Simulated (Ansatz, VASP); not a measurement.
Ga: VASP beside Ansatz

```xyz
4
Lattice="2.2160 -3.7990 0.0000 2.2160 3.7990 0.0000 0.0000 0.0000 4.5555" Properties=species:S:1:pos:R:3 pbc="T T T"
Ga    2.2160   -1.1830    1.8924
Ga    2.2160   -2.6160    4.1701
Ga    2.2160    1.1830    2.6631
Ga    2.2160    2.6160    0.3854
```

Alike in both runs: task single point; functional r2SCAN; k mesh 6 × 6 × 4; occupations gaussian, width 0.1 eV; no spin polarisation.

|  | VASP | Ansatz |
| --- | --- | --- |
| version | VASP 6.6.1 | Ansatz 0.2.0 |
| potentials or method | VASP PAW PBE potentials, release 64 (Ga_d), cutoff 520 eV | scalar-relativistic, plane waves, PAW |
| valence electrons in the cell | 52 | 52 |

|  | VASP | Ansatz | Ansatz less VASP |
| --- | --- | --- | --- |
| gap on the k mesh at the Fermi level (eV) | none | none | - |
| pressure (GPa) | 0.0 | 0.0 | -0.04 |
| traceless stress, the component that is largest in VASP (GPa) | 0.53 | 0.51 | -0.015 |
| rms of the force components (eV/Å) | 0.017 | 0.016 | -0.0009 |

VASP's potentials were made for PBE, not for r2SCAN. Atom by atom the forces differ by 0.003 eV/Å (rms over components). A gap of «none» marks a metal or a gap that the smearing closes. The functional is the same, so the differences come from potentials, cutoffs and numerics.
